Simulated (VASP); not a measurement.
# Li (R-3m) in VASP: further runs, part 2 of 2

VASP 6.6.1.

**6. Relaxation of cell and atoms, LDA**

This run uses another cell than the first one, of 21.06 Å³/atom.

The input, INCAR:

```
SYSTEM = Li
ALGO     = Normal         ! electronic algorithm
EDIFF    = 1E-6           ! SCF threshold, eV
EDIFFG   = -0.01          ! ionic threshold
ENCUT    = 600            ! plane-wave cutoff, eV
IBRION   = 2              ! ionic algorithm
ISIF     = 3              ! what is computed and relaxed
ISMEAR   = -1             ! smearing method
LASPH    = .True.         ! aspherical terms in the spheres
LCHARG   = .False.        ! write CHGCAR
LREAL    = .False.        ! projectors in reciprocal space
LWAVE    = .False.        ! write WAVECAR
NELM     = 80             ! most SCF steps
NSW      = 80             ! ionic steps
PREC     = Accurate       ! precision mode
SIGMA    = 0.1            ! smearing width, eV
```

The input, KPOINTS:

```
k-points
0
Gamma
  12 12 12
  0 0 0
```

The input, POSCAR:

```
Li
1.0
    1.5504989657      0.8951809952      7.5883000000
   -1.5504989657      0.8951809952      7.5883000000
    0.0000000000     -1.7903619905      7.5883000000
Li
3
Direct
    1.0000000000      0.0000000000      0.0000000000
    0.2220000000      0.2220000000      0.2220000000
    0.7780000000      0.7780000000      0.7780000000
```

Potentials or basis: VASP PAW LDA potentials, release 64 (Li_sv).

On the command line:

```bash
$ cat potpaw_LDA.64/Li_sv/POTCAR > POTCAR
$ mpirun -np 1 vasp_std > vasp.out
```

OUTCAR:

```text
SYSTEM = Li
   EDIFF = 1E-6
   EDIFFG = -0.01
   ENCUT = 600
   IBRION = 2
   ISIF = 3
   ISMEAR = -1
   LASPH = .True.
   LREAL = .False.
   NELM = 80
   NSW = 80
   PREC = Accurate

 ion  position               nearest neighbor table
   1  0.000  0.000  0.000-
   2  0.222  0.222  0.222-
   3  0.778  0.778  0.778-

  LATTYP: Found a trigonal (rhomboedric) cell.
 ALAT       =     7.7966462628
 COS(alpha) =     0.9209034946

  Lattice vectors:

 A1 = (   1.5504989657,   0.8951809952,   7.5883000000)
 A2 = (  -1.5504989657,   0.8951809952,   7.5883000000)
 A3 = (   0.0000000000,  -1.7903619905,   7.5883000000)

Analysis of symmetry for initial positions (statically):
[... 299 lines left out ...]
 val. band max:        0.8185939750   @ k =  -0.2500   0.3333   0.2500
 cond. band min:       0.8233403228   @ k =  -0.1667   0.1667   0.1667
 fundamental gap:      0.0047463478
 Fermi energy:         0.8214146148

 k-point     1 :       0.0000    0.0000    0.0000
  band No.  band energies     occupation
      1     -44.6507      2.00000
      2     -44.6309      2.00000
      3     -44.6265      2.00000
      4      -2.7581      2.00000
      5      -0.7706      2.00000
      6      -0.7700      2.00000
      7       6.9269      0.00000
      8       6.9451      0.00000
[... 243 lines left out ...]
 k-point    24 :      -0.4167    0.1667    0.0000
  band No.  band energies     occupation
      1     -44.6225      2.00000
      2     -44.6155      2.00000
      3     -44.6129      2.00000
      4       1.1872      0.05029
      5       2.0651      0.00001
      6       2.3397      0.00000
      7       4.6976      0.00000
      8       4.9906      0.00000

 [... further k-points ...]

------------------------ aborting loop because EDIFF is reached ----------------------------------------

  FORCE on cell =-STRESS in cart. coord.  units (eV):
  Direction    XX          YY          ZZ          XY          YZ          ZX
  --------------------------------------------------------------------------------------
  -------------------------------------------------------------------------------------
  Total        0.0187571      0.0187571     -0.0008666      0.0000000      0.0000000      0.0000000
  in kB        0.5365150      0.5365150     -0.0247866      0.0000000      0.0000000      0.0000000
  external PRESSURE =       0.3494145 kB  Pullay stress =       0.0000000 kB
[... 18 lines left out ...]
  FREE ENERGIE OF THE ION-ELECTRON SYSTEM (eV)
  ---------------------------------------------------
  free  energy   TOTEN  =        -6.1729704749 eV

  energy  without entropy=       -6.1279800292  energy(sigma->0) =       -6.15047525

 reached required accuracy - stopping structural energy minimisation
```

Run time: 17 min. Hardware: 1 thread of AMD EPYC 9R45 (Zen 5), shared host; peak memory 0.42 GiB.

What came out:

```
Free energy                           : -6.1730 eV
Relaxed volume                        : 18.67 Å³/atom
Relaxed cell                          : a = 7.474 Å, b = 7.474 Å, c = 7.474 Å, α = 23.01°, β = 23.01°, γ = 23.01°
Space group after relaxing (to 0.1 Å) : R-3m (No. 166)
Energy gained by relaxing             : 11.6 meV/atom
Ionic steps                           : 4
Pressure after relaxing               : 0.0 GPa
Largest force after relaxing          : 0.007 eV/Å
Band gap on the k mesh                : zero (an odd number of electrons rules out a gap without spin polarisation)
```

Forces in eV/Å, atoms in the order of the input:
```
Li   0.000  0.000  0.000
Li   0.000  0.000  0.007
Li   0.000  0.000 -0.007
```

Step by step:
| step | energy change (eV) | largest force (eV/Å) | pressure (GPa) | volume (Å³) |
| --- | --- | --- | --- | --- |
| 1 | 0.0000 | 0.0087 | -1.44 | 63.19 |
| 2 | -0.0140 | 0.0083 | -1.16 | 61.48 |
| 3 | -0.0334 | 0.0075 | -0.34 | 57.49 |
| 4 | -0.0349 | 0.0074 | 0.03 | 56.01 |

Final structure:
```cif
data_structure
_symmetry_space_group_name_H-M 'P 1'
_symmetry_Int_Tables_number 1
_cell_length_a 7.4744
_cell_length_b 7.4744
_cell_length_c 7.4744
_cell_angle_alpha 23.014
_cell_angle_beta 23.014
_cell_angle_gamma 23.014
_cell_volume 56.01
loop_
_atom_site_label
_atom_site_type_symbol
_atom_site_fract_x
_atom_site_fract_y
_atom_site_fract_z
_atom_site_occupancy
Li1 Li 0.00000 0.00000 0.00000 1
Li2 Li 0.22208 0.22208 0.22208 1
Li3 Li 0.77792 0.77792 0.77792 1
```

Caveat: the cutoff is under 1.25 times the usual one of these potentials, so pressure, stress and relaxed cells hold a basis-set (Pulay) error.

**7. The runs side by side**

```tsv
task	cell	k mesh	cutoff (eV)	gap on the mesh (eV)	largest force (eV/Å)
single point	a = 7.601 Å, angles 23.1°, 3 atoms	14 × 14 × 14	520	none	-
single point	a = 7.697 Å, angles 23.1°, 3 atoms	14 × 14 × 14	520	none	-
single point	a = 7.791 Å, angles 23.1°, 3 atoms	14 × 14 × 14	520	none	-
single point	a = 7.502 Å, angles 23.1°, 3 atoms	16 × 16 × 16	520	none	0.01
relaxation of cell and atoms	relaxed from a = 7.797 Å, angles 22.9°, 3 atoms	12 × 12 × 12	600	none	0.01
```

Alike in all rows: level LDA; potentials or basis VASP PAW LDA potentials, release 64 (Li_sv); no spin polarisation; smearing fermi-dirac 0.1 eV.

Caveats: the cutoff is under 1.25 times the usual one of these potentials, so pressure, stress and relaxed cells hold a basis-set (Pulay) error.

Total energies depend on the potentials used, so only differences within one code and one set of settings carry meaning.
